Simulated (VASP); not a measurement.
Runs of VASP 6.6.1 on Ir. The structure is that of space group Pmma (No. 51), or close to it. The cells are those of the table. 

| cell | gap on the mesh (eV) | pressure (GPa) |
| --- | --- | --- |
| a = 12.518, b = 2.284, c = 7.357 Å, 2 atoms | none | (b) |
| a = 12.031, b = 2.196, c = 7.071 Å, 2 atoms | none | 1.5 |
| a = 12.279, b = 2.241, c = 7.217 Å, 2 atoms | none | 0.0 |
| a = 12.400, b = 2.263, c = 7.288 Å, 2 atoms | none | -0.6 |
| a = 12.156, b = 2.218, c = 7.145 Å, 2 atoms | none | (a) |

Alike in all rows: task single point; level PBEsol; potentials or basis VASP PAW PBE potentials, release 64 (Ir); no spin polarisation; k mesh 3 × 13 × 4; cutoff (eV) 520; smearing fermi-dirac 0.05 eV.

Task: Fill in the values left out.

Result: (a) 0.7; (b) -1.0.

Caveats: the PAW data sets were made with another functional, which shifts forces and pressure a little; spin-orbit coupling is left out, which moves the levels of the heavy elements.

A k mesh can miss the band edges, and the runs leave out spin-orbit coupling on Ir.

A gap of «none» marks levels without a gap at the run's occupations.
